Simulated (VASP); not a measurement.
# Te (Pm-3m) in VASP: single point with LDA

Aim: the single point of Te with LDA.

All numbers are computed with VASP 6.6.1; they aren't measurements. Logs are shortened: lines on timing, memory, paths and dates and some standing lists are left out, and cuts for length are marked.

## (1) The cell of the first run

Symmetry: Pm-3m, No. 221, cubic system. The conventional cell has a = 3.138 Å, b = 3.138 Å, c = 3.138 Å, α = 90.00°, β = 90.00°, γ = 90.00°. Within 4.1 Å of Te (site symmetry m-3m) lie 6 Te at 3.14 Å.

## (2) Single point, LDA

INCAR reads:

```
SYSTEM = Te
PREC     = Accurate       ! precision mode
ENCUT    = 520            ! plane-wave cutoff, eV
EDIFF    = 1E-6           ! SCF threshold, eV
ISMEAR   = -1             ! smearing method
SIGMA    = 0.13605693000000002 ! smearing width, eV
LREAL    = .False.        ! projectors in reciprocal space
LASPH    = .True.         ! aspherical terms in the spheres
NELM     = 60             ! most SCF steps
ALGO     = Normal         ! electronic algorithm
ISIF     = 2              ! what is computed and relaxed
LWAVE    = .False.        ! write WAVECAR
LCHARG   = .True.         ! write CHGCAR
LELF     = .True.         ! ELF
LVHAR    = .True.       
NBANDS   = 9              ! bands
```

KPOINTS reads:

```
Automatic mesh
0
Gamma
  11 11 11
  0 0 0
```

POSCAR reads:

```
Te
1.0
    3.1383715033      0.0000000000      0.0000000000
    0.0000000000      3.1383715033      0.0000000000
    0.0000000000      0.0000000000      3.1383715033
Te
1
Direct
    0.0000000000      0.0000000000      0.0000000000
```

Potentials or basis: VASP PAW LDA potentials, release 64 (Te).

On the command line:

```bash
$ cat potpaw_LDA.64/Te/POTCAR > POTCAR
$ mpirun -np 1 vasp_std > vasp.out
```

OUTCAR:

```text
SYSTEM = Te
   PREC = Accurate
   ENCUT = 520
   EDIFF = 1E-6
   ISMEAR = -1
   LREAL = .False.
   LASPH = .True.
   NELM = 60
   ISIF = 2

 ion  position               nearest neighbor table
   1  0.000  0.000  0.000-

  LATTYP: Found a simple cubic cell.
 ALAT       =     3.1383715033

  Lattice vectors:

 A1 = (   3.1383715033,   0.0000000000,   0.0000000000)
 A2 = (   0.0000000000,   3.1383715033,   0.0000000000)
 A3 = (   0.0000000000,   0.0000000000,   3.1383715033)

Analysis of symmetry for initial positions (statically):
=====================================================================
 Subroutine PRICEL returns:
 Original cell was already a primitive cell.

 Routine SETGRP: Setting up the symmetry group for a
 simple cubic supercell.

 Subroutine GETGRP returns: Found 48 space group operations
 (whereof 48 operations were pure point group operations)
 out of a pool of 48 trial point group operations.

The static configuration has the point symmetry O_h .

Analysis of symmetry for dynamics (positions and initial velocities):
=====================================================================
 Subroutine PRICEL returns:
 Original cell was already a primitive cell.

 Routine SETGRP: Setting up the symmetry group for a
 simple cubic supercell.

 Subroutine GETGRP returns: Found 48 space group operations
 (whereof 48 operations were pure point group operations)
 out of a pool of 48 trial point group operations.

The dynamic configuration has the point symmetry O_h .

 Subroutine INISYM returns: Found 48 space group operations
 (whereof 48 operations are pure point group operations),
 and found     1 'primitive' translations

----------------------------------------------------------------------------------------

                                     Primitive cell

  volume of cell :      30.9110

  direct lattice vectors                    reciprocal lattice vectors
     3.138371503  0.000000000  0.000000000     0.318636592  0.000000000  0.000000000
     0.000000000  3.138371503  0.000000000     0.000000000  0.318636592  0.000000000
     0.000000000  0.000000000  3.138371503     0.000000000  0.000000000  0.318636592

  length of vectors
     3.138371503  3.138371503  3.138371503     0.318636592  0.318636592  0.318636592

  position of ions in fractional coordinates (direct lattice)
     0.000000000  0.000000000  0.000000000

  ion indices of the primitive-cell ions
   primitive index   ion index
                 1           1

----------------------------------------------------------------------------------------

 KPOINTS: Automatic mesh

Automatic generation of k-mesh.
 Grid dimensions read from file:
 generate k-points for:   11   11   11

 Generating k-lattice:

  Cartesian coordinates                     Fractional coordinates (reciprocal lattice)
     0.028966963  0.000000000  0.000000000     0.090909091  0.000000000  0.000000000
     0.000000000  0.028966963  0.000000000     0.000000000  0.090909091  0.000000000
     0.000000000  0.000000000  0.028966963     0.000000000  0.000000000  0.090909091

  Length of vectors
     0.028966963  0.028966963  0.028966963

  Shift w.r.t. Gamma in fractional coordinates (k-lattice)
     0.000000000  0.000000000  0.000000000

 Subroutine IBZKPT returns following result:
 ===========================================

 Found     56 irreducible k-points:

 Following reciprocal coordinates:
            Coordinates               Weight
  0.000000  0.000000  0.000000      1.000000
  0.090909  0.000000  0.000000      6.000000
  0.181818  0.000000  0.000000      6.000000
  0.272727  0.000000  0.000000      6.000000
  0.363636  0.000000  0.000000      6.000000
  0.454545  0.000000  0.000000      6.000000
[... 16 lines left out ...]
  0.181818  0.090909  0.090909     24.000000
  0.272727  0.090909  0.090909     24.000000
 [... further k-points ...]
   k-points           NKPTS =     56   k-points in BZ     NKDIM =     56   number of bands    NBANDS=      9
   number of dos      NEDOS =    301   number of ions     NIONS =      1
   total plane-waves  NPLWV =  13824
   dimension x,y,z NGX =    24 NGY =   24 NGZ =   24
   dimension x,y,z NGXF=    48 NGYF=   48 NGZF=   48
   ions per type =               1
   NGX,Y,Z   is equivalent  to a cutoff of  12.71, 12.71, 12.71 a.u.
   NGXF,Y,Z  is equivalent  to a cutoff of  25.43, 25.43, 25.43 a.u.
 SYSTEM =  Te
   PREC   = accura    normal or accurate (medium, high low for compatibility)
   ISTART =      0    job   : 0-new  1-cont  2-samecut
   ICHARG =      2    charge: 1-file 2-atom 10-const
   ISPIN  =      1    spin polarized calculation?
   LNONCOLLINEAR =      F non collinear calculations
   LSORBIT =      F    spin-orbit coupling
   LASPH  =      T    aspherical Exc in radial PAW
   ENCUT  =  520.0 eV  38.22 Ry    6.18 a.u.   5.84  5.84  5.84*2*pi/ulx,y,z
   NELM   =     60;   NELMIN=  2; NELMDL= -5     # of ELM steps
   EDIFF  = 0.1E-05   stopping-criterion for ELM
   LREAL  =      F    real-space projection
[... 7 lines left out ...]
   TEBEG  =    0.0;   TEEND  =   0.0 temperature during run
   PSTRESS=    0.0 pullay stress
   NELECT =       6.0000    total number of electrons
   NUPDOWN=      -1.0000    fix difference up-down
   EMIN   =  10.00;   EMAX   =-10.00  energy-range for DOS
   EFERMI =   0.00;   METHOD = LEGACY
   ISMEAR =    -1;   SIGMA  =   0.14  broadening in eV -4-tet -1-fermi 0-gaus
   EFERMI_NEDOS =   21; number of points for ismear=-14 and -15
   IALGO  =     38    algorithm
   IMIX   =      4    mixing-type and parameters
     AMIX     =   0.40;   BMIX     =  1.00
     AMIX_MAG =   1.60;   BMIX_MAG =  1.00
  volume/ion in A,a.u.               =      30.91       208.60
  Fermi-wavevector in a.u.,A,eV,Ry     =   0.947882  1.791237 12.224564  0.898480
  Thomas-Fermi vector in A             =   2.076017
   LORBIT       =      0    0 simple, 1 ext, 2 COOP (PROOUT), +10 PAW based schemes
   GGA     = CA    functional components
   LHFCALC =     F    Hartree Fock is set to
   AEXX    =    0.0000 exact exchange contribution
   IVDW    =     0    specifies the selected vdW correction
   LEPSILON=     F    determine dielectric tensor
   LRPA    =     F    only Hartree local field effects (RPA)
 non-spin polarized calculation
  energy-cutoff  :      520.00
  volume of cell :       30.91
 maximum number of plane-waves:       849
 NGX is ok and might be reduce to    24
   NGX = 11   NGY = 11   NGZ = 11

 number of electron       5.9999999 magnetization

 Free energy of the ion-electron system (eV)
  ---------------------------------------------------
  ext. energy  EPLUGINS =         0.00000000
  ---------------------------------------------------
  free energy    TOTEN  =        -3.80318161 eV

  energy without entropy =       -3.76970361  energy(sigma->0) =       -3.78644261

 E-fermi :   7.0489     XC(G=0):  -9.7310

 val. band max:        7.0184632239   @ k =   0.4545   0.1818   0.1818
 cond. band min:       7.1508676477   @ k =   0.0909   0.0000   0.0000
 fundamental gap:      0.1324044239
 Fermi energy:         7.0489130668

 k-point     1 :       0.0000    0.0000    0.0000
  band No.  band energies     occupation
      1      -7.0143      2.00000
      2       8.2792      0.00024
      3       8.2792      0.00024
      4       8.2792      0.00024
      5      13.0404      0.00000
      6      13.0404      0.00000
      7      13.6134      0.00000
      8      24.4606      0.00000
      9      24.4606      0.00000

 k-point     2 :       0.0909    0.0000    0.0000
  band No.  band energies     occupation
      1      -6.9104      2.00000
      2       7.1509      0.64192
      3       8.3737      0.00012
      4       8.3737      0.00012
      5      13.1333      0.00000
      6      13.4705      0.00000
      7      14.6084      0.00000
      8      23.0004      0.00000
      9      23.0004      0.00000

 k-point     3 :       0.1818    0.0000    0.0000
  band No.  band energies     occupation
      1      -6.6077      2.00000
      2       5.1664      2.00000
      3       8.6423      0.00002
      4       8.6423      0.00002
      5      13.4072      0.00000
      6      13.8343      0.00000
      7      17.0797      0.00000
      8      21.2208      0.00000
      9      21.2208      0.00000

 k-point     4 :       0.2727    0.0000    0.0000
  band No.  band energies     occupation
      1      -6.1412      2.00000
      2       3.2572      2.00000
      3       9.0350      0.00000
      4       9.0350      0.00000
      5      13.8423      0.00000
      6      14.3830      0.00000
      7      19.3098      0.00000
      8      19.6544      0.00000
      9      19.6544      0.00000

 k-point     5 :       0.3636    0.0000    0.0000
  band No.  band energies     occupation
      1      -5.6008      2.00000
      2       1.7082      2.00000
      3       9.4520      0.00000
      4       9.4520      0.00000
      5      14.3786      0.00000
      6      15.1514      0.00000
      7      18.4423      0.00000
      8      18.4423      0.00000
      9      18.7199      0.00000

 k-point     6 :       0.4545    0.0000    0.0000
  band No.  band energies     occupation
      1      -5.1912      2.00000
      2       0.7837      2.00000
      3       9.7359      0.00000
      4       9.7359      0.00000
      5      14.8312      0.00000
      6      16.1462      0.00000
      7      17.3603      0.00000
      8      17.7575      0.00000
      9      17.7575      0.00000
[... 169 lines left out ...]
 k-point    21 :       0.4545    0.4545    0.0000
  band No.  band energies     occupation
      1      -3.3226      2.00000
      2       2.4191      2.00000
      3       2.4438      2.00000
      4       9.0919      0.00000
      5      11.1466      0.00000
      6      17.8071      0.00000
      7      19.4768      0.00000
      8      19.5460      0.00000
      9      19.6530      0.00000

 k-point    22 :       0.0909    0.0909    0.0909
  band No.  band energies     occupation
      1      -6.7025      2.00000
      2       7.3121      0.25257
      3       7.3121      0.25257
      4       7.4147      0.12732
      5      14.5675      0.00000
      6      14.5675      0.00000
      7      15.0386      0.00000
      8      21.5247      0.00000
      9      21.5249      0.00000

 k-point    23 :       0.1818    0.0909    0.0909
  band No.  band energies     occupation
      1      -6.3996      2.00000
      2       5.3643      1.99999
      3       7.5845      0.03830
      4       7.6694      0.02070
      5      14.8280      0.00000
      6      15.1058      0.00000
      7      17.0963      0.00000
      8      19.6349      0.00000
      9      20.0740      0.00000

 k-point    24 :       0.2727    0.0909    0.0909
  band No.  band energies     occupation
      1      -5.9327      2.00000
      2       3.4572      2.00000
      3       7.9871      0.00202
      4       8.0989      0.00089
      5      15.2282      0.00000
      6      15.3744      0.00000
      7      17.8812      0.00000
      8      17.9924      0.00000
      9      20.6097      0.00000

 [... further k-points ...]
[... 5 lines left out ...]
  --------------------------------------------------------------------------------------
  -------------------------------------------------------------------------------------
  Total       -0.0359596     -0.0359596     -0.0359596      0.0000000      0.0000000     -0.0000000
  in kB       -1.8638572     -1.8638572     -1.8638572      0.0000000      0.0000000     -0.0000000
  external PRESSURE =      -1.8638572 kB  Pullay stress =       0.0000000 kB

 VOLUME and BASIS-vectors are now :
 -----------------------------------------------------------------------------
  energy-cutoff  :      520.00
  volume of cell :       30.91
      direct lattice vectors                 reciprocal lattice vectors
     3.138371503  0.000000000  0.000000000     0.318636592  0.000000000  0.000000000
     0.000000000  3.138371503  0.000000000     0.000000000  0.318636592  0.000000000
     0.000000000  0.000000000  3.138371503     0.000000000  0.000000000  0.318636592

 POSITION                                       TOTAL-FORCE (eV/Angst)
 -----------------------------------------------------------------------------------
      0.00000      0.00000      0.00000         0.000000      0.000000      0.000000
 -----------------------------------------------------------------------------------
    total drift:                               -0.000000      0.000000      0.000000

  FREE ENERGIE OF THE ION-ELECTRON SYSTEM (eV)
  ---------------------------------------------------
  free  energy   TOTEN  =        -3.8031816056 eV

  energy  without entropy=       -3.7697036061  energy(sigma->0) =       -3.78644261
```

It took 5.8 s on 1 thread of Intel Xeon 6975P-C, shared host; peak memory 0.13 GiB.

What came out:

- Free energy: -3.8032 eV
- Pressure: -0.2 GPa
- Band gap on the k mesh: zero (band 3 reaches 9.74 eV, above the bottom of band 4 at 4.01 eV)

Caveat: spin-orbit coupling is left out, which moves the levels of the heavy elements.
